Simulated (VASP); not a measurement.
Wanted: the native input for a VASP 6.6.1 run.

- Task: relaxation of cell and atoms
- Functional: PBEsol
- Potentials or basis: VASP PAW PBE potentials, release 64 (Te, Sb, Ge_d)
- Cutoff: 600 eV
- k mesh: 7 × 7 × 2
- Occupations: fermi-dirac, width 0.05 eV
- Spin: no spin polarisation
- Dipole correction: no
- Further INCAR settings: ALGO = Normal; EDIFF = 1e-06; IBRION = 2; EDIFFG = -0.01; NSW = 60; ISIF = 3

The structure of Ge2Sb2Te5 lies in POSCAR:

```
Ge2Sb2Te5
1.0
    4.2940644248      0.0000000000      0.0000000000
   -2.1470322124      3.7187688774      0.0000000000
    0.0000000000      0.0000000000     17.1013460000
Te Sb Ge
5 2 2
Direct
    0.6666666667      0.3333333333      0.4198920000
    0.3333333333      0.6666666667      0.5801080000
    0.3333333333      0.6666666667      0.2015420000
    0.6666666667      0.3333333333      0.7984580000
    0.0000000000      0.0000000000      0.0000000000
    0.0000000000      0.0000000000      0.3200680000
    0.0000000000      0.0000000000      0.6799320000
    0.6666666667      0.3333333333      0.1028950000
    0.3333333333      0.6666666667      0.8971050000
```

These files were run (other wordings do the same):

INCAR

```
SYSTEM = Ge2Sb2Te5
  ALGO = Normal
  EDIFF = 1E-6
  EDIFFG = -0.01
  ENCUT = 600
  GGA = PS
  IBRION = 2
  ISIF = 3
  ISMEAR = -1
  LASPH = .True.
  LCHARG = .False.
  LREAL = .False.
  LWAVE = .False.
  NELM = 60
  NSW = 60
  PREC = Accurate
  SIGMA = 0.05
```

KPOINTS

```
k-points
0
Gamma
  7 7 2
  0 0 0
```

Potentials or basis: VASP PAW PBE potentials, release 64 (Te, Sb, Ge_d).

Run with:

```bash
$ cat potpaw_PBE.64/Te/POTCAR potpaw_PBE.64/Sb/POTCAR potpaw_PBE.64/Ge_d/POTCAR > POTCAR
$ mpirun -np 1 vasp_std > vasp.out
```

Results of the run:

| Property | Result |
| --- | --- |
| Relaxed volume | 29.00 Å³/atom |
| Relaxed cell | a = 4.225 Å, b = 4.225 Å, c = 16.883 Å, α = 90.00°, β = 90.00°, γ = 120.00° |
| Space group after relaxing (to 0.1 Å) | P-3m1 (No. 164) |
| Energy gained by relaxing | 10.9 meV/atom |
| Ionic steps | 22 |
| Pressure after relaxing | 0.0 GPa |
| Largest force after relaxing | 0.007 eV/Å |
| Band gap on the k mesh | 0.14 eV |

Caveat: the PAW data sets were made with another functional, which shifts forces and pressure a little; spin-orbit coupling is left out, which moves the levels of the heavy elements.

Wall time 23 min on 1 thread of Intel(R) Xeon(R) 6975P-C (Granite Rapids), on a shared host, peak memory 0.64 GiB.
